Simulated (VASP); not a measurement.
# Ti (P6_3/mmc) in VASP: single point with PBE

Aim: the single point of Ti with PBE.

Everything below comes from runs of VASP 6.6.1. Logs are shortened: lines on timing, memory, paths and dates and some standing lists are left out, and cuts for length are marked.

### 1 The cell of the first run

The structure is hexagonal, space group P6_3/mmc (No. 194). The conventional cell has a = 2.939 Å, b = 2.939 Å, c = 4.649 Å, α = 90.00°, β = 90.00°, γ = 120.00°. Ti (site symmetry -6m2) has 12 Ti at 2.88 to 2.94 Å within 3.8 Å.

### 2 Single point, PBE

Input file INCAR:

```
PREC = Accurate
ENCUT = 520
EDIFF = 1E-7
ISMEAR = 1
SIGMA = 0.1
LREAL = Auto
LASPH = T
NELM = 80
ALGO = Normal
ISIF = 2
LWAVE = F
LCHARG = F
GGA = PE
NBANDS = 110
```

Input file KPOINTS:

```
Automatic mesh
0
Gamma
  7 7 4
```

Input file POSCAR:

```
Ti
1.0
    5.8787149790      0.0000000578      0.0000000000
   -2.9393575396      5.0911164846      0.0000000000
    0.0000000000      0.0000000000      9.2970418644
Ti
16
Direct
    0.1666666666      0.3333333334      0.1250000000
    0.3333333334      0.1666666666      0.3750000000
    0.1666666666      0.3333333334      0.6250000000
    0.3333333334      0.1666666666      0.8750000000
    0.1666666666      0.8333333333      0.1250000000
    0.3333333334      0.6666666666      0.3750000000
    0.1666666666      0.8333333333      0.6250000000
    0.3333333334      0.6666666666      0.8750000000
    0.6666666666      0.3333333334      0.1250000000
    0.8333333333      0.1666666666      0.3750000000
    0.6666666666      0.3333333334      0.6250000000
    0.8333333333      0.1666666666      0.8750000000
    0.6666666666      0.8333333333      0.1250000000
    0.8333333333      0.6666666666      0.3750000000
    0.6666666666      0.8333333333      0.6250000000
    0.8333333333      0.6666666666      0.8750000000
```

Potentials or basis: VASP PAW PBE potentials, release 64 (Ti_sv).

Command:

```sh
$ cat potpaw_PBE.64/Ti_sv/POTCAR > POTCAR
$ mpirun -np 1 vasp_std > vasp.out
```

OUTCAR:

```text
PREC = Accurate
   ENCUT = 520
   EDIFF = 1E-7
   ISMEAR = 1
   LREAL = Auto
   LASPH = T
   NELM = 80
   ISIF = 2
   GGA = PE

 ion  position               nearest neighbor table
   1  0.167  0.333  0.125-   6 2.88   8 2.88  10 2.88  12 2.88   2 2.88   4 2.88
   2  0.333  0.167  0.375-   9 2.88  11 2.88   5 2.88   7 2.88   1 2.88   3 2.88
   3  0.167  0.333  0.625-   6 2.88   8 2.88  10 2.88  12 2.88   2 2.88   4 2.88
   4  0.333  0.167  0.875-   9 2.88  11 2.88   5 2.88   7 2.88   1 2.88   3 2.88
   5  0.167  0.833  0.125-  14 2.88  16 2.88   2 2.88   4 2.88   6 2.88   8 2.88
   6  0.333  0.667  0.375-  13 2.88  15 2.88   1 2.88   3 2.88   5 2.88   7 2.88
[... 8 lines left out ...]
  15  0.667  0.833  0.625-   6 2.88   8 2.88  10 2.88  12 2.88  14 2.88  16 2.88
  16  0.833  0.667  0.875-   9 2.88  11 2.88   5 2.88   7 2.88  13 2.88  15 2.88

  LATTYP: Found a hexagonal cell.
 ALAT       =     5.8787149790
 C/A-ratio  =     1.5814751859

  Lattice vectors:

 A1 = (   5.8787149790,   0.0000000578,   0.0000000000)
 A2 = (  -2.9393575396,   5.0911164846,   0.0000000000)
 A3 = (   0.0000000000,   0.0000000000,   9.2970418644)

Analysis of symmetry for initial positions (statically):
=====================================================================
 Subroutine PRICEL returns following result:

  LATTYP: Found a hexagonal cell.
 ALAT       =     2.9393574901
 C/A-ratio  =     1.5814751856

  Lattice vectors:

 A1 = (   2.9393574901,   0.0000000289,   0.0000000000)
 A2 = (  -1.4696787698,   2.5455582423,   0.0000000000)
 A3 = (   0.0000000000,   0.0000000000,   4.6485209322)

   8 primitive cells build up your supercell.

 Routine SETGRP: Setting up the symmetry group for a
 hexagonal supercell.

 Subroutine GETGRP returns: Found 24 space group operations
 (whereof 12 operations were pure point group operations)
 out of a pool of 24 trial point group operations.

The static configuration has the point symmetry D_3d.
 The point group associated with its full space group is D_6h.

Analysis of symmetry for dynamics (positions and initial velocities):
=====================================================================
 Subroutine PRICEL returns following result:

  LATTYP: Found a hexagonal cell.
 ALAT       =     2.9393574901
 C/A-ratio  =     1.5814751856

  Lattice vectors:

 A1 = (   2.9393574901,   0.0000000289,   0.0000000000)
 A2 = (  -1.4696787698,   2.5455582423,   0.0000000000)
 A3 = (   0.0000000000,   0.0000000000,   4.6485209322)

   8 primitive cells build up your supercell.

 Routine SETGRP: Setting up the symmetry group for a
 hexagonal supercell.

 Subroutine GETGRP returns: Found 24 space group operations
 (whereof 12 operations were pure point group operations)
 out of a pool of 24 trial point group operations.

The dynamic configuration has the point symmetry D_3d.
 The point group associated with its full space group is D_6h.

 Subroutine INISYM returns: Found 24 space group operations
 (whereof 12 operations are pure point group operations),
 and found     8 'primitive' translations

----------------------------------------------------------------------------------------

                                     Primitive cell

  volume of cell :      34.7817

  direct lattice vectors                    reciprocal lattice vectors
     2.939357490  0.000000029  0.000000000     0.340210402  0.196420572  0.000000000
    -1.469678770  2.545558242  0.000000000    -0.000000004  0.392841137  0.000000000
     0.000000000  0.000000000  4.648520932     0.000000000  0.000000000  0.215122189

  length of vectors
     2.939357490  2.939357490  4.648520932     0.392841137  0.392841137  0.215122189

  position of ions in fractional coordinates (direct lattice)
     0.333333333  0.666666667  0.250000000
     0.666666667  0.333333333  0.750000000

  ion indices of the primitive-cell ions
   primitive index   ion index
                 1           1
                 2           2

----------------------------------------------------------------------------------------

 KPOINTS: Automatic mesh

Automatic generation of k-mesh.
 Grid dimensions read from file:
 generate k-points for:    7    7    4

 Generating k-lattice:

  Cartesian coordinates                     Fractional coordinates (reciprocal lattice)
     0.024300743  0.014030041  0.000000000     0.142857143 -0.000000000  0.000000000
    -0.000000000  0.028060081  0.000000000     0.000000000  0.142857143  0.000000000
     0.000000000  0.000000000  0.026890274     0.000000000  0.000000000  0.250000000

  Length of vectors
     0.028060081  0.028060081  0.026890274

  Shift w.r.t. Gamma in fractional coordinates (k-lattice)
     0.000000000  0.000000000  0.000000000

 Subroutine IBZKPT returns following result:
 ===========================================

 Found     24 irreducible k-points:

 Following reciprocal coordinates:
            Coordinates               Weight
  0.000000  0.000000  0.000000      1.000000
  0.142857  0.000000  0.000000      6.000000
  0.285714  0.000000  0.000000      6.000000
  0.428571  0.000000  0.000000      6.000000
  0.142857  0.142857  0.000000      6.000000
  0.285714  0.142857  0.000000     12.000000
[... 16 lines left out ...]
  0.428571  0.142857  0.500000      6.000000
  0.285714  0.285714  0.500000      6.000000
   k-points           NKPTS =     24   k-points in BZ     NKDIM =     24   number of bands    NBANDS=    110
   number of dos      NEDOS =    301   number of ions     NIONS =     16
   total plane-waves  NPLWV = 161280
   dimension x,y,z NGX =    48 NGY =   48 NGZ =   70
   dimension x,y,z NGXF=    96 NGYF=   96 NGZF=  140
   ions per type =              16
   NGX,Y,Z   is equivalent  to a cutoff of  13.57, 13.57, 12.52 a.u.
   NGXF,Y,Z  is equivalent  to a cutoff of  27.15, 27.15, 25.03 a.u.
 SYSTEM =  unknown system
   PREC   = accura    normal or accurate (medium, high low for compatibility)
   ISTART =      0    job   : 0-new  1-cont  2-samecut
   ICHARG =      2    charge: 1-file 2-atom 10-const
   ISPIN  =      1    spin polarized calculation?
   LNONCOLLINEAR =      F non collinear calculations
   LSORBIT =      F    spin-orbit coupling
   LASPH  =      T    aspherical Exc in radial PAW
   ENCUT  =  520.0 eV  38.22 Ry    6.18 a.u.  10.93 10.93 17.29*2*pi/ulx,y,z
   NELM   =     80;   NELMIN=  2; NELMDL= -5     # of ELM steps
   EDIFF  = 0.1E-06   stopping-criterion for ELM
   LREAL  =      T    real-space projection
   EDIFFG = 0.1E-05   stopping-criterion for IOM
   NSW    =      0    number of steps for IOM
   IBRION =     -1    ionic relax: 0-MD 1-quasi-New 2-CG
   NFREE  =      0    steps in history (QN), initial steepest desc. (CG)
   ISIF   =      2    stress and relaxation
   ISYM   =      2    0-nonsym 1-usesym 2-fastsym
   POTIM  = 0.5000    time-step for ionic-motion
   TEBEG  =    0.0;   TEEND  =   0.0 temperature during run
   PSTRESS=    0.0 pullay stress
   NELECT =     192.0000    total number of electrons
   NUPDOWN=      -1.0000    fix difference up-down
   EMIN   =  10.00;   EMAX   =-10.00  energy-range for DOS
   EFERMI =   0.00;   METHOD = LEGACY
   ISMEAR =     1;   SIGMA  =   0.10  broadening in eV -4-tet -1-fermi 0-gaus
   EFERMI_NEDOS =   21; number of points for ismear=-14 and -15
   IALGO  =     38    algorithm
   IMIX   =      4    mixing-type and parameters
     AMIX     =   0.40;   BMIX     =  1.00
     AMIX_MAG =   1.60;   BMIX_MAG =  1.00
  volume/ion in A,a.u.               =      17.39       117.36
  Fermi-wavevector in a.u.,A,eV,Ry     =   1.446645  2.733762 28.474006  2.092780
  Thomas-Fermi vector in A             =   2.564690
   LORBIT       =      0    0 simple, 1 ext, 2 COOP (PROOUT), +10 PAW based schemes
   GGA     = PE    functional components
   LHFCALC =     F    Hartree Fock is set to
   AEXX    =    0.0000 exact exchange contribution
   IVDW    =     0    specifies the selected vdW correction
   LEPSILON=     F    determine dielectric tensor
   LRPA    =     F    only Hartree local field effects (RPA)
 non-spin polarized calculation
 Methfessel and Paxton  Order N= 1 SIGMA  =   0.10
  energy-cutoff  :      520.00
  volume of cell :      278.25
 maximum number of plane-waves:      7526
 NGX is ok and might be reduce to    48
   NGX = 21   NGY = 21   NGZ = 35

 number of electron     192.0000000 magnetization

 Free energy of the ion-electron system (eV)
  ---------------------------------------------------
  ext. energy  EPLUGINS =         0.00000000
  ---------------------------------------------------
  free energy    TOTEN  =      -125.39538092 eV

  energy without entropy =     -125.41378437  energy(sigma->0) =     -125.40151540

 E-fermi :   8.3328     XC(G=0): -11.4918

 val. band max:        8.3302106127   @ k =   0.4286   0.1429   0.2500
 cond. band min:       8.3502452756   @ k =   0.2857   0.2857   0.5000
 fundamental gap:      0.0200346628
 Fermi energy:         8.3327648231

 k-point     1 :       0.0000    0.0000    0.0000
  band No.  band energies     occupation
      1     -48.5455      2.00000
      2     -48.4776      2.00000
      3     -48.4776      2.00000
      4     -48.4290      2.00000
      5     -48.4290      2.00000
      6     -48.4290      2.00000
[... 100 lines left out ...]
    107       9.1012     -0.00000
    108       9.2114     -0.00000

 k-point     2 :       0.1429    0.0000    0.0000
  band No.  band energies     occupation
      1     -48.5405      2.00000
      2     -48.4741      2.00000
      3     -48.4741      2.00000
      4     -48.4368      2.00000
      5     -48.4291      2.00000
      6     -48.4291      2.00000
[... 2434 lines left out ...]
 k-point    24 :       0.2857    0.2857    0.5000
  band No.  band energies     occupation
      1     -48.4788      2.00000
      2     -48.4788      2.00000
      3     -48.4583      2.00000
      4     -48.4583      2.00000
      5     -48.4583      2.00000
      6     -48.4583      2.00000
[... 100 lines left out ...]
    107       9.0567     -0.00000
    108       9.0567     -0.00000
 [bands above 108 left out]

------------------------ aborting loop because EDIFF is reached ----------------------------------------

  FORCE on cell =-STRESS in cart. coord.  units (eV):
  Direction    XX          YY          ZZ          XY          YZ          ZX
  --------------------------------------------------------------------------------------
  -------------------------------------------------------------------------------------
  Total       -0.4668513     -0.4668513     -0.5657554      0.0000000      0.0000000      0.0000000
  in kB       -2.6881214     -2.6881214     -3.2576099      0.0000000      0.0000000      0.0000000
  external PRESSURE =      -2.8779509 kB  Pullay stress =       0.0000000 kB

 VOLUME and BASIS-vectors are now :
 -----------------------------------------------------------------------------
  energy-cutoff  :      520.00
  volume of cell :      278.25
      direct lattice vectors                 reciprocal lattice vectors
     5.878714979  0.000000058  0.000000000     0.170105201  0.098210286  0.000000000
    -2.939357540  5.091116485  0.000000000    -0.000000002  0.196420569  0.000000000
     0.000000000  0.000000000  9.297041864     0.000000000  0.000000000  0.107561095

 POSITION                                       TOTAL-FORCE (eV/Angst)
 -----------------------------------------------------------------------------------
     -0.00000      1.69704      1.16213         0.000000     -0.000000     -0.000000
      1.46968      0.84852      3.48639         0.000000      0.000000     -0.000000
     -0.00000      1.69704      5.81065        -0.000000      0.000000      0.000000
      1.46968      0.84852      8.13491        -0.000000      0.000000     -0.000000
     -1.46968      4.24260      1.16213        -0.000000     -0.000000      0.000000
     -0.00000      3.39408      3.48639         0.000000      0.000000      0.000000
[... 8 lines left out ...]
      1.46968      4.24260      5.81065        -0.000000      0.000000     -0.000000
      2.93936      3.39408      8.13491         0.000000     -0.000000     -0.000000
 -----------------------------------------------------------------------------------
    total drift:                                0.000003      0.000004      0.000001

  FREE ENERGIE OF THE ION-ELECTRON SYSTEM (eV)
  ---------------------------------------------------
  free  energy   TOTEN  =      -125.3953809156 eV

  energy  without entropy=     -125.4137843738  energy(sigma->0) =     -125.40151540
```

Wall time 21 min (1 thread of Intel Xeon Platinum 8488C (Sapphire Rapids), shared host); peak memory 0.66 GiB.

Results:

| Property | Result |
| --- | --- |
| Free energy | -125.3954 eV |
| Pressure | -0.3 GPa |
| Band gap on the k mesh | zero (bands 96 and 97 overlap by 0.88 eV) |

Levels at points of the mesh, in eV from the Fermi level:
| k point | band 92 | band 93 | band 94 | band 95 | band 96 | band 97 | band 98 | band 99 |
| --- | --- | --- | --- | --- | --- | --- | --- | --- |
| (0.00, 0.00, 0.00) | -0.65 | 0.08 | 0.08 | 0.46 | 0.46 | 0.46 | 0.62 | 0.62 |
| (0.00, 0.00, 0.50) | -1.07 | 0.15 | 0.15 | 0.60 | 0.60 | 0.61 | 0.61 | 0.61 |
